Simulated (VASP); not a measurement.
# Si16Ge (a cell with a defect) in VASP: relaxation of the atoms with PBE

Aim: the relaxation of the atoms of Si16Ge (a cell with a defect) with PBE.

Everything below comes from runs of VASP 6.6.1. Logs are shortened: lines on timing, memory, paths and dates and some standing lists are left out, and cuts for length are marked.

## (1) The cell of the first run

The cell holds a defect, 17 atoms: a = 7.679 Å, b = 7.679 Å, c = 7.679 Å, α = 60.00°, β = 60.00°, γ = 60.00°.

## (2) Relaxation of the atoms, PBE

The input, INCAR:

```
SYSTEM = Si16Ge
  ALGO = Normal
  EDIFF = 1E-7
  EDIFFG = -0.03
  ENCUT = 520
  GGA = PE
  IBRION = 2
  ISIF = 2
  ISMEAR = 0
  LASPH = .True.
  LCHARG = .False.
  LREAL = Auto
  LWAVE = .False.
  NELM = 100
  NSW = 80
  PREC = Accurate
  SIGMA = 0.05
```

The input, KPOINTS:

```
k-points
0
Gamma
  2 2 2
  0 0 0
```

The input, POSCAR:

```
Si16Ge
1.0
    0.0000000000      5.4300000000      5.4300000000
    5.4300000000      0.0000000000      5.4300000000
    5.4300000000      5.4300000000      0.0000000000
Si Ge
16 1
Direct
    0.0000000000      0.0000000000      0.0000000000
    0.1250000000      0.1250000000      0.1250000000
    0.0000000000      0.0000000000      0.5000000000
    0.1250000000      0.1250000000      0.6250000000
    0.0000000000      0.5000000000      0.0000000000
    0.1250000000      0.6250000000      0.1250000000
    0.0000000000      0.5000000000      0.5000000000
    0.1250000000      0.6250000000      0.6250000000
    0.5000000000      0.0000000000      0.0000000000
    0.6250000000      0.1250000000      0.1250000000
    0.5000000000      0.0000000000      0.5000000000
    0.6250000000      0.1250000000      0.6250000000
    0.5000000000      0.5000000000      0.0000000000
    0.6250000000      0.6250000000      0.1250000000
    0.5000000000      0.5000000000      0.5000000000
    0.6250000000      0.6250000000      0.6250000000
    0.2442629400      1.2516303800      0.2544611700
```

Potentials or basis: VASP PAW PBE potentials, release 64 (Si, Ge_d).

Launch:

```sh
$ cat potpaw_PBE.64/Si/POTCAR potpaw_PBE.64/Ge_d/POTCAR > POTCAR
$ mpirun -np 1 vasp_std > vasp.out
```

OUTCAR:

```text
SYSTEM = Si16Ge
   EDIFF = 1E-7
   EDIFFG = -0.03
   ENCUT = 520
   GGA = PE
   IBRION = 2
   ISIF = 2
   ISMEAR = 0
   LASPH = .True.
   LREAL = Auto
   NELM = 100
   NSW = 80
   PREC = Accurate

 ion  position               nearest neighbor table
   1  0.000  0.000  0.000-   2 2.35   4 2.35   6 2.35  10 2.35
   2  0.125  0.125  0.125-   1 2.35   3 2.35   5 2.35   9 2.35  17 2.35
   3  0.000  0.000  0.500-   2 2.35   4 2.35   8 2.35  12 2.35  17 2.69
   4  0.125  0.125  0.625-  17 2.32   3 2.35   7 2.35  11 2.35   1 2.35
   5  0.000  0.500  0.000-   2 2.35   6 2.35   8 2.35  14 2.35  17 2.71
   6  0.125  0.625  0.125-  17 2.34   5 2.35   7 2.35  13 2.35   1 2.35
   7  0.000  0.500  0.500-   4 2.35   6 2.35   8 2.35  16 2.35  17 2.68
   8  0.125  0.625  0.625-   3 2.35   5 2.35   7 2.35  15 2.35
   9  0.500  0.000  0.000-   2 2.35  10 2.35  12 2.35  14 2.35  17 2.75
  10  0.625  0.125  0.125-   1 2.35   9 2.35  11 2.35  13 2.35  17 2.39
  11  0.500  0.000  0.500-   4 2.35  10 2.35  12 2.35  16 2.35  17 2.72
  12  0.625  0.125  0.625-   3 2.35   9 2.35  11 2.35  15 2.35
  13  0.500  0.500  0.000-   6 2.35  10 2.35  14 2.35  16 2.35  17 2.74
  14  0.625  0.625  0.125-   5 2.35   9 2.35  13 2.35  15 2.35
  15  0.500  0.500  0.500-   8 2.35  12 2.35  14 2.35  16 2.35
  16  0.625  0.625  0.625-   7 2.35  11 2.35  13 2.35  15 2.35
  17  0.244  0.252  0.254-   4 2.32   6 2.34   2 2.35  10 2.39   7 2.68   3 2.69   5 2.71  11 2.72
                            13 2.74   9 2.75

  LATTYP: Found a face centered cubic cell.
 ALAT       =    10.8600000000

  Lattice vectors:

 A1 = (   0.0000000000,   5.4300000000,   5.4300000000)
 A2 = (   5.4300000000,   0.0000000000,   5.4300000000)
 A3 = (   5.4300000000,   5.4300000000,   0.0000000000)

Analysis of symmetry for initial positions (statically):
=====================================================================
 Subroutine PRICEL returns:
 Original cell was already a primitive cell.

 Routine SETGRP: Setting up the symmetry group for a
 face centered cubic supercell.

 Subroutine GETGRP returns: Found  1 space group operations
 (whereof  1 operations were pure point group operations)
 out of a pool of 48 trial point group operations.

The static configuration has the point symmetry C_1 .

Analysis of symmetry for dynamics (positions and initial velocities):
=====================================================================
 Subroutine PRICEL returns:
 Original cell was already a primitive cell.

 Routine SETGRP: Setting up the symmetry group for a
 face centered cubic supercell.

 Subroutine GETGRP returns: Found  1 space group operations
 (whereof  1 operations were pure point group operations)
 out of a pool of 48 trial point group operations.

The dynamic configuration has the point symmetry C_1 .

 Subroutine INISYM returns: Found  1 space group operations
 (whereof  1 operations are pure point group operations),
 and found     1 'primitive' translations

----------------------------------------------------------------------------------------

                                     Primitive cell

  volume of cell :     320.2060

  direct lattice vectors                    reciprocal lattice vectors
     0.000000000  5.430000000  5.430000000    -0.092081031  0.092081031  0.092081031
     5.430000000  0.000000000  5.430000000     0.092081031 -0.092081031  0.092081031
     5.430000000  5.430000000  0.000000000     0.092081031  0.092081031 -0.092081031

  length of vectors
     7.679179644  7.679179644  7.679179644     0.159489025  0.159489025  0.159489025

  position of ions in fractional coordinates (direct lattice)
     0.000000000  0.000000000  0.000000000
     0.125000000  0.125000000  0.125000000
     0.000000000  0.000000000  0.500000000
     0.125000000  0.125000000  0.625000000
     0.000000000  0.500000000  0.000000000
     0.125000000  0.625000000  0.125000000
[... 9 lines left out ...]
     0.625000000  0.625000000  0.625000000
     0.244262940  0.251630380  0.254461170

  ion indices of the primitive-cell ions
   primitive index   ion index
                 1           1
                 2           2
                 3           3
                 4           4
                 5           5
                 6           6
[... 9 lines left out ...]
                16          16
                17          17

----------------------------------------------------------------------------------------

 KPOINTS: k-points

Automatic generation of k-mesh.
 Grid dimensions read from file:
 generate k-points for:    2    2    2

 Generating k-lattice:

  Cartesian coordinates                     Fractional coordinates (reciprocal lattice)
    -0.046040516  0.046040516  0.046040516     0.500000000  0.000000000  0.000000000
     0.046040516 -0.046040516  0.046040516     0.000000000  0.500000000  0.000000000
     0.046040516  0.046040516 -0.046040516     0.000000000  0.000000000  0.500000000

  Length of vectors
     0.079744512  0.079744512  0.079744512

  Shift w.r.t. Gamma in fractional coordinates (k-lattice)
     0.000000000  0.000000000  0.000000000

 Subroutine IBZKPT returns following result:
 ===========================================

 Found      8 irreducible k-points:

 Following reciprocal coordinates:
            Coordinates               Weight
  0.000000  0.000000  0.000000      1.000000
  0.500000  0.000000  0.000000      1.000000
  0.000000  0.500000  0.000000      1.000000
  0.000000  0.000000  0.500000      1.000000
  0.500000  0.500000  0.500000      1.000000
  0.500000  0.500000  0.000000      1.000000
  0.000000  0.500000  0.500000      1.000000
  0.500000  0.000000  0.500000      1.000000
   k-points           NKPTS =      8   k-points in BZ     NKDIM =      8   number of bands    NBANDS=     48
   number of dos      NEDOS =    301   number of ions     NIONS =     17
   total plane-waves  NPLWV = 216000
   dimension x,y,z NGX =    60 NGY =   60 NGZ =   60
   dimension x,y,z NGXF=   120 NGYF=  120 NGZF=  120
   ions per type =              16   1
   NGX,Y,Z   is equivalent  to a cutoff of  12.99, 12.99, 12.99 a.u.
   NGXF,Y,Z  is equivalent  to a cutoff of  25.98, 25.98, 25.98 a.u.
 SYSTEM =  Si16Ge
   PREC   = accura    normal or accurate (medium, high low for compatibility)
   ISTART =      0    job   : 0-new  1-cont  2-samecut
   ICHARG =      2    charge: 1-file 2-atom 10-const
   ISPIN  =      1    spin polarized calculation?
   LNONCOLLINEAR =      F non collinear calculations
   LSORBIT =      F    spin-orbit coupling
   LASPH  =      T    aspherical Exc in radial PAW
   ENCUT  =  520.0 eV  38.22 Ry    6.18 a.u.  14.28 14.28 14.28*2*pi/ulx,y,z
   NELM   =    100;   NELMIN=  2; NELMDL= -5     # of ELM steps
   EDIFF  = 0.1E-06   stopping-criterion for ELM
   LREAL  =      T    real-space projection
   EDIFFG = -.3E-01   stopping-criterion for IOM
   NSW    =     80    number of steps for IOM
   IBRION =      2    ionic relax: 0-MD 1-quasi-New 2-CG
   NFREE  =      1    steps in history (QN), initial steepest desc. (CG)
   ISIF   =      2    stress and relaxation
   ISYM   =      2    0-nonsym 1-usesym 2-fastsym
   POTIM  = 0.5000    time-step for ionic-motion
   TEBEG  =    0.0;   TEEND  =   0.0 temperature during run
   PSTRESS=    0.0 pullay stress
   NELECT =      78.0000    total number of electrons
   NUPDOWN=      -1.0000    fix difference up-down
   EMIN   =  10.00;   EMAX   =-10.00  energy-range for DOS
   EFERMI =   0.00;   METHOD = LEGACY
   ISMEAR =     0;   SIGMA  =   0.05  broadening in eV -4-tet -1-fermi 0-gaus
   EFERMI_NEDOS =   21; number of points for ismear=-14 and -15
   IALGO  =     38    algorithm
   IMIX   =      4    mixing-type and parameters
     AMIX     =   0.40;   BMIX     =  1.00
     AMIX_MAG =   1.60;   BMIX_MAG =  1.00
  volume/ion in A,a.u.               =      18.84       127.11
  Fermi-wavevector in a.u.,A,eV,Ry     =   1.022421  1.932096 14.222785  1.045345
  Thomas-Fermi vector in A             =   2.156100
   LORBIT       =      0    0 simple, 1 ext, 2 COOP (PROOUT), +10 PAW based schemes
   GGA     = PE    functional components
   LHFCALC =     F    Hartree Fock is set to
   AEXX    =    0.0000 exact exchange contribution
   IVDW    =     0    specifies the selected vdW correction
   LEPSILON=     F    determine dielectric tensor
   LRPA    =     F    only Hartree local field effects (RPA)
 conjugate gradient relaxation of ions
 non-spin polarized calculation
 Gauss-broadening in eV      SIGMA  =   0.05
  energy-cutoff  :      520.00
  volume of cell :      320.21
 maximum number of plane-waves:      8646
 NGX is ok and might be reduce to    60
   NGX = 29   NGY = 29   NGZ = 29

--------------------------------------- Ionic step        1  -------------------------------------------

 number of electron      78.0000004 magnetization

 Free energy of the ion-electron system (eV)
  ---------------------------------------------------
  ext. energy  EPLUGINS =         0.00000000
  ---------------------------------------------------
  free energy    TOTEN  =       -86.36028983 eV

  energy without entropy =      -86.35064858  energy(sigma->0) =      -86.35546920

------------------------ aborting loop because EDIFF is reached ----------------------------------------

  FORCE on cell =-STRESS in cart. coord.  units (eV):
  Direction    XX          YY          ZZ          XY          YZ          ZX
  --------------------------------------------------------------------------------------
  -------------------------------------------------------------------------------------
  Total       15.4304938     15.4239658     15.4270403      0.3636023     -0.5417177      0.1030857
  in kB       77.2077545     77.1750910     77.1904748      1.8193145     -2.7105294      0.5157977
  external PRESSURE =      77.1911068 kB  Pullay stress =       0.0000000 kB
[... 240 lines left out ...]
  energy  without entropy=      -86.6851352528  energy(sigma->0) =      -86.69044449

--------------------------------------- Ionic step        6  -------------------------------------------

 number of electron      77.9999999 magnetization

 Free energy of the ion-electron system (eV)
  ---------------------------------------------------
  ext. energy  EPLUGINS =         0.00000000
  ---------------------------------------------------
  free energy    TOTEN  =       -86.69684842 eV

  energy without entropy =      -86.68636691  energy(sigma->0) =      -86.69160766

 E-fermi :   6.9405     XC(G=0):  -9.7494

 val. band max:        6.6834145145   @ k =   0.0000   0.0000   0.0000
 cond. band min:       6.9502426978   @ k =   0.0000   0.0000   0.0000
 fundamental gap:      0.2668281833
 Fermi energy:         6.9405401310

 k-point     1 :       0.0000    0.0000    0.0000
  band No.  band energies     occupation
      1     -18.2529      2.00000
      2     -18.2528      2.00000
      3     -18.2528      2.00000
      4     -18.2390      2.00000
      5     -18.2390      2.00000
      6      -6.5236      2.00000
[... 441 lines left out ...]
  FREE ENERGIE OF THE ION-ELECTRON SYSTEM (eV)
  ---------------------------------------------------
  free  energy   TOTEN  =       -86.6968484241 eV

  energy  without entropy=      -86.6863669057  energy(sigma->0) =      -86.69160766

 reached required accuracy - stopping structural energy minimisation
```

Run time: 9.2 min. Hardware: 1 thread of Intel Xeon Platinum 8488C (Sapphire Rapids), shared host; peak memory 0.56 GiB.

Results:

```yaml
Free_energy: -86.6968 eV
Energy_gained_by_relaxing: 19.8 meV/atom
Ionic_steps: 6
Pressure_after_relaxing: 6.7 GPa
Largest_force_after_relaxing: 0.024 eV/Å
Band_gap_on_the_k_mesh: zero (bands 39 and 40 overlap by 0.31 eV)
```

Forces on the atoms (eV/Å):
```
Si  -0.007  0.001  0.005
Si   0.007 -0.003 -0.006
Si   0.002  0.004 -0.002
Si   0.005 -0.004 -0.003
Si   0.001 -0.001  0.002
Si   0.007 -0.002 -0.005
Si   0.002  0.003 -0.002
Si   0.002 -0.005 -0.003
Si  -0.004 -0.005 -0.004
Si   0.000  0.005  0.002
Si   0.008  0.003 -0.009
Si  -0.004  0.002  0.001
Si   0.006 -0.007  0.003
Si  -0.002  0.002  0.001
Si  -0.001  0.000  0.001
Si  -0.002  0.003  0.004
Ge  -0.020  0.005  0.014
```

The path:
```tsv
step	energy change (eV)	largest force (eV/Å)	pressure (GPa)
1	0.0000	1.7529	7.72
2	-0.3294	0.1667	6.73
3	-0.3300	0.2160	6.70
4	-0.3354	0.0965	6.69
5	-0.3355	0.1191	6.69
6	-0.3366	0.0244	6.70
```

Final structure:
```cif
data_structure
_symmetry_space_group_name_H-M 'P 1'
_symmetry_Int_Tables_number 1
_cell_length_a 7.6792
_cell_length_b 7.6792
_cell_length_c 7.6792
_cell_angle_alpha 60.000
_cell_angle_beta 60.000
_cell_angle_gamma 60.000
_cell_volume 320.21
loop_
_atom_site_label
_atom_site_type_symbol
_atom_site_fract_x
_atom_site_fract_y
_atom_site_fract_z
_atom_site_occupancy
Si1 Si 0.99865 0.00038 0.00106 1
Si2 Si 0.12126 0.12114 0.12111 1
Si3 Si 0.99543 0.99545 0.50464 1
Si4 Si 0.12090 0.12074 0.63757 1
Si5 Si 0.99548 0.50453 0.99552 1
Si6 Si 0.12110 0.63695 0.12094 1
Si7 Si 0.99539 0.50455 0.50464 1
Si8 Si 0.12727 0.62424 0.62432 1
Si9 Si 0.50427 0.99566 0.99568 1
Si10 Si 0.63526 0.12158 0.12156 1
Si11 Si 0.50430 0.99557 0.50457 1
Si12 Si 0.62416 0.12706 0.62445 1
Si13 Si 0.50428 0.50447 0.99564 1
Si14 Si 0.62421 0.62442 0.12699 1
Si15 Si 0.50009 0.49997 0.49993 1
Si16 Si 0.62411 0.62435 0.62442 1
Ge1 Ge 0.24811 0.25055 0.25143 1
```

Levels at points of the mesh, in eV from the Fermi level:
```csv
k point,band 36,band 37,band 38,band 39,band 40,band 41,band 42,band 43
"(0.00, 0.00, 0.00)",-0.81,-0.81,-0.81,-0.27,-0.26,-0.26,0.01,0.01
"(0.50, 0.00, 0.00)",-1.54,-1.49,-1.49,-0.34,0.51,0.51,0.86,0.86
"(0.00, 0.50, 0.00)",-1.54,-1.49,-1.48,-0.34,0.51,0.52,0.86,0.86
"(0.00, 0.00, 0.50)",-1.54,-1.49,-1.48,-0.34,0.51,0.52,0.86,0.86
"(0.50, 0.50, 0.50)",-1.54,-1.49,-1.48,-0.34,0.51,0.52,0.86,0.86
"(0.50, 0.50, 0.00)",-2.09,-1.92,-1.32,0.05,0.79,1.03,1.03,1.04
"(0.00, 0.50, 0.50)",-2.09,-1.92,-1.32,0.05,0.79,1.03,1.03,1.04
"(0.50, 0.00, 0.50)",-2.09,-1.92,-1.32,0.05,0.79,1.03,1.03,1.04
```

Caveat: the k points lie up to 0.50 Å⁻¹ apart.

The gap in the log of VASP goes by the Fermi energy; the results here count the filled bands.